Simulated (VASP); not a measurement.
Set up this calculation in VASP 6.6.1, as the native input.

- Task: single point
- Functional: PBE
- Potentials or basis: VASP PAW PBE potentials, release 64 (Al, H)
- Cutoff: 520 eV
- k mesh: 5 × 4 × 1
- Occupations: gaussian, width 0.1 eV
- Spin: no spin polarisation
- Dipole correction: yes
- Further INCAR settings: LREAL = Auto; ALGO = Normal; EDIFF = 1e-06; NBANDS = 40

The structure of Al8H lies in POSCAR:

```
Al8H
1.0
    5.7135165837      0.0000000000      0.0000000000
    0.0000000000      8.0801326415      0.0000000000
    0.0000000000      0.0000000000     22.2432786975
Al H
16 2
Direct
    0.2500000000      0.2500000000      0.1798296040
    0.2500000000      0.7500000000      0.1798296040
    0.7500000000      0.2500000000      0.1798296040
    0.7500000000      0.7500000000      0.1798296040
    0.0000000000      0.0000000000      0.2440458181
    0.0000000000      0.5000000000      0.2440458181
    0.5000000000      0.0000000000      0.2440458181
    0.5000000000      0.5000000000      0.2440458181
    0.2500000000      0.2500000000      0.3102598702
    0.2500000000      0.7500000000      0.3102598702
    0.7500000000      0.2500000000      0.3102598702
    0.7500000000      0.7500000000      0.3102598702
    0.0000000000      0.0000000000      0.3705963860
    0.0000000000      0.5000000000      0.3705963860
    0.5000000000      0.0000000000      0.3705963860
    0.5000000000      0.5000000000      0.3705963860
    0.2500000000      0.1116978149      0.3908272164
    0.2500000000      0.3883021851      0.3908272164
```

These files were run (other wordings do the same):

INCAR

```
SYSTEM = Al8H
  ALGO = Normal
  DIPOL = 0.5 0.5 0.289
  EDIFF = 1E-6
  ENCUT = 520
  GGA = PE
  IDIPOL = 3
  ISIF = 2
  ISMEAR = 0
  LASPH = .True.
  LCHARG = .True.
  LDIPOL = .True.
  LELF = .True.
  LREAL = Auto
  LVACPOTAV = .True.
  LVHAR = .True.
  LWAVE = .False.
  NBANDS = 40
  NELM = 80
  PREC = Accurate
  SIGMA = 0.1
```

KPOINTS

```
k-points
0
Gamma
  5 4 1
  0 0 0
```

Potentials or basis: VASP PAW PBE potentials, release 64 (Al, H).

The run is started by

```console
$ cat potpaw_PBE.64/Al/POTCAR potpaw_PBE.64/H/POTCAR > POTCAR
$ mpirun -np 1 vasp_std > vasp.out
```

Results of the run:

| Item | Value |
| --- | --- |
| Largest force | 0.867 eV/Å |
| Band gap on the k mesh | zero (bands 25 and 26 overlap by 0.56 eV) |

It took 19 min on 1 thread of Intel(R) Xeon(R) Platinum 8375C CPU @ 2.90GHz (Ice Lake) (shared host), peak memory 0.88 GiB.
